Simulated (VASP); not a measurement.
# Cu (Fm-3m) in VASP: single point with LDA

Aim: the single point of Cu with LDA.

Program: VASP 6.6.1. These are calculated values, not measurements. Logs are shortened: lines on timing, memory, paths and dates and some standing lists are left out, and cuts for length are marked.

## (1) The cell of the first run

Symmetry: Fm-3m, No. 225, cubic system. The conventional cell has a = 3.518 Å, b = 3.518 Å, c = 3.518 Å, α = 90.00°, β = 90.00°, γ = 90.00°. Within 3.3 Å of Cu (site symmetry m-3m) lie 12 Cu at 2.49 Å.

## (2) Single point, LDA

INCAR

```
PREC = Accurate
ENCUT = 820
EDIFF = 1E-6
ISMEAR = -1
SIGMA = 0.15
LREAL = False
LASPH = True
NELM = 120
ALGO = Normal
ISIF = 2
LWAVE = False
LCHARG = False
NBANDS = 16
GGA_COMPAT = False
```

KPOINTS

```
Automatic mesh
0
Gamma
  20 20 20
```

POSCAR

```
Cu
1.0
    0.0000000000      1.7592130920      1.7592130920
    1.7592130920      0.0000000000      1.7592130920
    1.7592130920      1.7592130920      0.0000000000
Cu
1
Direct
    0.0000000000      0.0000000000      0.0000000000
```

Potentials or basis: VASP PAW LDA potentials, release 64 (Cu_sv_GW).

Launch:

```bash
$ cat potpaw_LDA.64/Cu_sv_GW/POTCAR > POTCAR
$ mpirun -np 1 vasp_std > vasp.out
```

OUTCAR:

```text
PREC = Accurate
   ENCUT = 820
   EDIFF = 1E-6
   ISMEAR = -1
   LREAL = False
   LASPH = True
   NELM = 120
   ISIF = 2

 ion  position               nearest neighbor table
   1  0.000  0.000  0.000-

  LATTYP: Found a face centered cubic cell.
 ALAT       =     3.5184261840

  Lattice vectors:

 A1 = (   0.0000000000,   1.7592130920,   1.7592130920)
 A2 = (   1.7592130920,   0.0000000000,   1.7592130920)
 A3 = (   1.7592130920,   1.7592130920,   0.0000000000)

Analysis of symmetry for initial positions (statically):
=====================================================================
 Subroutine PRICEL returns:
 Original cell was already a primitive cell.

 Routine SETGRP: Setting up the symmetry group for a
 face centered cubic supercell.

 Subroutine GETGRP returns: Found 48 space group operations
 (whereof 48 operations were pure point group operations)
 out of a pool of 48 trial point group operations.

The static configuration has the point symmetry O_h .

Analysis of symmetry for dynamics (positions and initial velocities):
=====================================================================
 Subroutine PRICEL returns:
 Original cell was already a primitive cell.

 Routine SETGRP: Setting up the symmetry group for a
 face centered cubic supercell.

 Subroutine GETGRP returns: Found 48 space group operations
 (whereof 48 operations were pure point group operations)
 out of a pool of 48 trial point group operations.

The dynamic configuration has the point symmetry O_h .

 Subroutine INISYM returns: Found 48 space group operations
 (whereof 48 operations are pure point group operations),
 and found     1 'primitive' translations

----------------------------------------------------------------------------------------

                                     Primitive cell

  volume of cell :      10.8889

  direct lattice vectors                    reciprocal lattice vectors
     0.000000000  1.759213092  1.759213092    -0.284217985  0.284217985  0.284217985
     1.759213092  0.000000000  1.759213092     0.284217985 -0.284217985  0.284217985
     1.759213092  1.759213092  0.000000000     0.284217985  0.284217985 -0.284217985

  length of vectors
     2.487903014  2.487903014  2.487903014     0.492279990  0.492279990  0.492279990

  position of ions in fractional coordinates (direct lattice)
[... 72 lines left out ...]
   LNONCOLLINEAR =      F non collinear calculations
   LSORBIT =      F    spin-orbit coupling
   LASPH  =      T    aspherical Exc in radial PAW
   ENCUT  =  820.0 eV  60.27 Ry    7.76 a.u.   5.81  5.81  5.81*2*pi/ulx,y,z
   NELM   =    120;   NELMIN=  2; NELMDL= -5     # of ELM steps
   EDIFF  = 0.1E-05   stopping-criterion for ELM
   LREAL  =      F    real-space projection
   EDIFFG = 0.1E-04   stopping-criterion for IOM
   NSW    =      0    number of steps for IOM
   IBRION =     -1    ionic relax: 0-MD 1-quasi-New 2-CG
   NFREE  =      0    steps in history (QN), initial steepest desc. (CG)
   ISIF   =      2    stress and relaxation
   ISYM   =      2    0-nonsym 1-usesym 2-fastsym
   POTIM  = 0.5000    time-step for ionic-motion
   TEBEG  =    0.0;   TEEND  =   0.0 temperature during run
   PSTRESS=    0.0 pullay stress
   NELECT =      19.0000    total number of electrons
   NUPDOWN=      -1.0000    fix difference up-down
   EMIN   =  10.00;   EMAX   =-10.00  energy-range for DOS
   EFERMI =   0.00;   METHOD = LEGACY
   ISMEAR =    -1;   SIGMA  =   0.15  broadening in eV -4-tet -1-fermi 0-gaus
   EFERMI_NEDOS =   21; number of points for ismear=-14 and -15
   IALGO  =     38    algorithm
   IMIX   =      4    mixing-type and parameters
     AMIX     =   0.40;   BMIX     =  1.00
     AMIX_MAG =   1.60;   BMIX_MAG =  1.00
  volume/ion in A,a.u.               =      10.89        73.48
  Fermi-wavevector in a.u.,A,eV,Ry     =   1.970898  3.724458 52.851025  3.884441
  Thomas-Fermi vector in A             =   2.993547
   LORBIT       =      0    0 simple, 1 ext, 2 COOP (PROOUT), +10 PAW based schemes
   GGA     = CA    functional components
   LHFCALC =     F    Hartree Fock is set to
   AEXX    =    0.0000 exact exchange contribution
   IVDW    =     0    specifies the selected vdW correction
   LEPSILON=     F    determine dielectric tensor
   LRPA    =     F    only Hartree local field effects (RPA)
 non-spin polarized calculation
  energy-cutoff  :      820.00
  volume of cell :       10.89
 maximum number of plane-waves:       604
   NGX = 11   NGY = 11   NGZ = 11

 number of electron      18.9999999 magnetization

 Free energy of the ion-electron system (eV)
  ---------------------------------------------------
  ext. energy  EPLUGINS =         0.00000000
  ---------------------------------------------------
  free energy    TOTEN  =        -4.87169003 eV

  energy without entropy =       -4.85076702  energy(sigma->0) =       -4.86122852

 E-fermi :   8.2589     XC(G=0): -14.3589

 val. band max:        8.2462029629   @ k =   0.4500   0.3500   0.0000
 cond. band min:       8.3020465205   @ k =   0.5000   0.3500   0.1500
 fundamental gap:      0.0558435576
 Fermi energy:         8.2588988138

 k-point     1 :       0.0000    0.0000    0.0000
  band No.  band energies     occupation
      1    -103.4736      2.00000
      2     -61.3490      2.00000
      3     -61.3490      2.00000
      4     -61.3490      2.00000
      5      -1.8072      2.00000
      6       4.9198      2.00000
[... 433 lines left out ...]
      3     -61.3724      2.00000
      4     -61.3674      2.00000
      5       2.1624      2.00000
      6       4.9533      2.00000
[... 8 lines left out ...]
     15      34.8303      0.00000
     16      36.6849      0.00000

 [... further k-points ...]

------------------------ aborting loop because EDIFF is reached ----------------------------------------

  FORCE on cell =-STRESS in cart. coord.  units (eV):
  Direction    XX          YY          ZZ          XY          YZ          ZX
  --------------------------------------------------------------------------------------
  -------------------------------------------------------------------------------------
  Total       -0.0474177     -0.0474177     -0.0474177      0.0000000      0.0000000      0.0000000
  in kB       -6.9769522     -6.9769522     -6.9769522      0.0000000      0.0000000      0.0000000
  external PRESSURE =      -6.9769522 kB  Pullay stress =       0.0000000 kB

 VOLUME and BASIS-vectors are now :
 -----------------------------------------------------------------------------
  energy-cutoff  :      820.00
  volume of cell :       10.89
      direct lattice vectors                 reciprocal lattice vectors
     0.000000000  1.759213092  1.759213092    -0.284217985  0.284217985  0.284217985
     1.759213092  0.000000000  1.759213092     0.284217985 -0.284217985  0.284217985
     1.759213092  1.759213092  0.000000000     0.284217985  0.284217985 -0.284217985

 POSITION                                       TOTAL-FORCE (eV/Angst)
 -----------------------------------------------------------------------------------
      0.00000      0.00000      0.00000         0.000000      0.000000     -0.000000
 -----------------------------------------------------------------------------------
    total drift:                                0.000000      0.000000     -0.000000

  FREE ENERGIE OF THE ION-ELECTRON SYSTEM (eV)
  ---------------------------------------------------
  free  energy   TOTEN  =        -4.8716900274 eV

  energy  without entropy=       -4.8507670168  energy(sigma->0) =       -4.86122852
```

Wall time 25 s (1 thread of Intel Xeon 6975P-C (Granite Rapids), shared host); peak memory 0.22 GiB.

What came out:

| Quantity | Value |
| --- | --- |
| Free energy | -4.8717 eV |
| Pressure | -0.7 GPa |
| Band gap on the k mesh | zero (an odd number of electrons rules out a gap without spin polarisation) |

Levels at points of the mesh, in eV from the Fermi level:
| k point | band 8 | band 9 | band 10 | band 11 | band 12 | band 13 |
| --- | --- | --- | --- | --- | --- | --- |
| (0.00, 0.00, 0.00) | -3.34 | -2.38 | -2.38 | 23.32 | 26.41 | 26.41 |
| (0.50, 0.00, 0.00) | -1.72 | -1.72 | -1.29 | 4.13 | 21.79 | 23.16 |
| (0.50, 0.50, 0.00) | -1.56 | -1.56 | 1.35 | 7.67 | 13.59 | 13.59 |

The gap in the log of VASP goes by the Fermi energy; the results here count the filled bands.